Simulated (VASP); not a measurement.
Set up this calculation in VASP 6.6.1, as the native input.

| Item | Value |
| --- | --- |
| Task | single point |
| Functional | PBE |
| Potentials or basis | VASP PAW PBE potentials, release 64 (Fe, O) |
| Cutoff | 600 eV |
| k mesh | 20 × 20 × 20 |
| Occupations | gaussian, width 0.15 eV |
| Spin | collinear spin, ferromagnetic start |
| Starting moments | [3.79, 0.35] μB |
| Dipole correction | no |
| Further INCAR settings | ALGO = Normal; EDIFF = 1e-06; NBANDS = 18 |

The structure of FeO lies in POSCAR:

```
FeO
1.0
    0.0000000000      2.1554000000      2.1554000000
    2.1554000000      0.0000000000      2.1554000000
    2.1554000000      2.1554000000      0.0000000000
Fe O
1 1
Direct
    0.0000000000      0.0000000000      0.0000000000
    0.5000000000      0.5000000000      0.5000000000
```

One way to write it, as run:

INCAR

```
SYSTEM = FeO
ALGO     = Normal         ! electronic algorithm
EDIFF    = 1E-6           ! SCF threshold, eV
ENCUT    = 600            ! plane-wave cutoff, eV
GGA      = PE             ! functional
GGA_COMPAT= .FALSE.      
ISIF     = 2              ! what is computed and relaxed
ISMEAR   = 0              ! smearing method
ISPIN    = 2              ! spin polarisation
LASPH    = .TRUE.         ! aspherical terms in the spheres
LCHARG   = .FALSE.        ! write CHGCAR
LMAXMIX  = 4              ! l up to which the mixer works
LORBIT   = 11             ! projections on sites
LREAL    = .FALSE.        ! projectors in reciprocal space
LWAVE    = .FALSE.        ! write WAVECAR
MAGMOM   = 3.79 0.35      ! initial moments
NBANDS   = 18             ! bands
NELM     = 200            ! most SCF steps
PREC     = Accurate       ! precision mode
SIGMA    = 0.15           ! smearing width, eV
```

KPOINTS

```
k-points
0
G
  20 20 20
  0 0 0
```

Potentials or basis: VASP PAW PBE potentials, release 64 (Fe, O).

Launch:

```bash
$ cat potpaw_PBE.64/Fe/POTCAR potpaw_PBE.64/O/POTCAR > POTCAR
$ mpirun -np 1 vasp_std > vasp.out
```

It gave:

The pressure is -0.4 GPa. The band gap on the k mesh is zero (filled and empty bands overlap). The net moment is 4.00 μB per cell. The site moments are Fe +3.62; O +0.30 μB. The valence electrons inside the program's atomic spheres are Fe 6.73; O 4.99.

Caveat: a cell with one magnetic atom can't hold antiferromagnetic order, which such compounds often take; semilocal functionals often make such compounds metallic where correlation or magnetic order opens a gap, which also shifts bond lengths.

Run time: 3.6 min on 1 thread of Intel(R) Xeon(R) Platinum 8259CL CPU @ 2.50GHz (Skylake/Cascade Lake), with other jobs on the host, peak memory 0.28 GiB.
